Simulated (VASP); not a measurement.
Set up this calculation in VASP 6.6.1, as the native input.

```
Task                   : single point
Functional             : PBE
Potentials or basis    : VASP PAW PBE potentials, release 64 (Ba_sv, Ti_sv, O)
Cutoff                 : 520 eV
k mesh                 : 6 × 6 × 6
Occupations            : gaussian, width 0.02 eV
Spin                   : no spin polarisation
Dipole correction      : no
Further INCAR settings : ALGO = Normal; EDIFF = 1e-06; NBANDS = 28
```

The structure of BaTiO3 lies in POSCAR:

```
BaTiO3
1.0
    2.8633985696      1.6531839349      2.3564437899
   -2.8633985696      1.6531839349      2.3564437899
    0.0000000000     -3.3063678699      2.3564437899
Ba Ti O
1 1 3
Direct
    0.0034616709      0.0034616709      0.0034616709
    0.5177045642      0.5177045642      0.5177045642
    0.4868695545      0.9761956559      0.4868695545
    0.4868695545      0.4868695545      0.9761956559
    0.9761956559      0.4868695545      0.4868695545
```

One way to write it, as run:

INCAR

```
ALGO = Normal
EDIFF = 1E-6
ENCUT = 520
GGA = PE
ISIF = 2
ISMEAR = 0
LASPH = T
LCHARG = F
LREAL = F
LWAVE = F
NBANDS = 28
NELM = 80
PREC = Accurate
SIGMA = 0.02
```

KPOINTS

```
k-points
0
Gamma
  6 6 6
```

Potentials or basis: VASP PAW PBE potentials, release 64 (Ba_sv, Ti_sv, O).

The run is started by

```bash
$ cat potpaw_PBE.64/Ba_sv/POTCAR potpaw_PBE.64/Ti_sv/POTCAR potpaw_PBE.64/O/POTCAR > POTCAR
$ mpirun -np 1 vasp_std > vasp.out
```

It gave:

```yaml
Pressure: 1.6 GPa
Largest_force: 0.089 eV/Å
Band_gap_on_the_k_mesh: 2.59 eV (least direct gap 3.13 eV)
```

Caveat: spin-orbit coupling is left out, which moves the levels of the heavy elements.

Wall time 58 s on 1 thread of Intel(R) Xeon(R) Platinum 8488C (Sapphire Rapids), with other jobs on the host, peak memory 0.2 GiB.
